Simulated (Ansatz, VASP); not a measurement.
# One calculation of CuO, two programs

File INCAR:

```
SYSTEM = CuO
PREC     = Accurate       ! precision mode
ENCUT    = 520            ! plane-wave cutoff, eV
EDIFF    = 1E-6           ! SCF threshold, eV
ISMEAR   = -1             ! smearing method
SIGMA    = 0.05           ! smearing width, eV
LREAL    = .False.        ! projectors in reciprocal space
LASPH    = .True.         ! aspherical terms in the spheres
NELM     = 60             ! most SCF steps
ALGO     = Normal         ! electronic algorithm
ISIF     = 2              ! what is computed and relaxed
LWAVE    = .False.        ! write WAVECAR
LCHARG   = .False.        ! write CHGCAR
GGA      = CA             ! functional
NBANDS   = 25             ! bands
```

File KPOINTS:

```
regular mesh
0
Gamma
  10 10 5
  0 0 0
```

The input POSCAR:

```
CuO
1.0
    0.1920988932     -2.2008743899     -2.0700306583
   -2.0463018774      0.1076939916     -1.9856257566
    2.4145618661      2.3159196736     -4.4472054935
Cu O
2 2
Direct
    0.4562322400      0.5306856300      0.4854117400
    0.9742842800      0.9858673900      0.0243612000
    0.8016626700      0.7447211200      0.7392802400
    0.2678208100      0.2387258700      0.2509468100
```

The input input.yaml:

```yaml
crystal:
  lattice:
    - [0.1920988932, -2.2008743899, -2.0700306583]
    - [-2.0463018774, 0.1076939916, -1.9856257566]
    - [2.4145618661, 2.3159196736, -4.4472054935]
  atoms:
    - { symbol: Cu, position: [0.45623224, 0.53068563, 0.48541174] }
    - { symbol: Cu, position: [0.97428428, 0.98586739, 0.0243612] }
    - { symbol: O, position: [0.80166267, 0.74472112, 0.73928024] }
    - { symbol: O, position: [0.26782081, 0.23872587, 0.25094681] }
hamiltonian:
  xc: lda
  pseudopotentials: { kind: paw }
kpoints:
  mp_grid: { grid: [10, 10, 5] }
scf:
  occupations: { method: fermi_dirac, width: 0.05 }
output:
  forces: true
  stress: true
  eigenvalues: true
```

Alike in both runs: task single point; functional LDA; k mesh 10 × 10 × 5; occupations fermi-dirac, width 0.05 eV; no spin polarisation.

|  | VASP | Ansatz |
| --- | --- | --- |
| version | VASP 6.6.1 | Ansatz 0.2.0 |
| potentials or method | VASP PAW LDA potentials, release 64 (Cu, O) | Ansatz PAW |
| plane-wave cutoff (eV) | 520 | 420 |
| valence electrons in the cell | 34 | 50 |

Ansatz gave:

```
gap on the k mesh at the Fermi level (eV)                     : none
pressure (GPa)                                                : -23.0
traceless stress, the component that is largest in VASP (GPa) : 7.94
rms of the force components (eV/Å)                            : 0.516
```

Problem. Estimate VASP's values.

Solution. gap on the k mesh at the Fermi level (eV): none; pressure (GPa): -22.6; traceless stress, the component that is largest in VASP (GPa): 7.94; rms of the force components (eV/Å): 0.525.

LDA's correlation is that of Perdew and Zunger in VASP and of Perdew and Wang (1992) in Ansatz. Atom by atom the forces differ by 0.014 eV/Å (rms over components). A gap of «none» marks a metal or a gap that the smearing closes. VASP's potentials hold 34 valence electrons a cell and Ansatz's 50, so a difference there can come from the potentials and not from the codes.
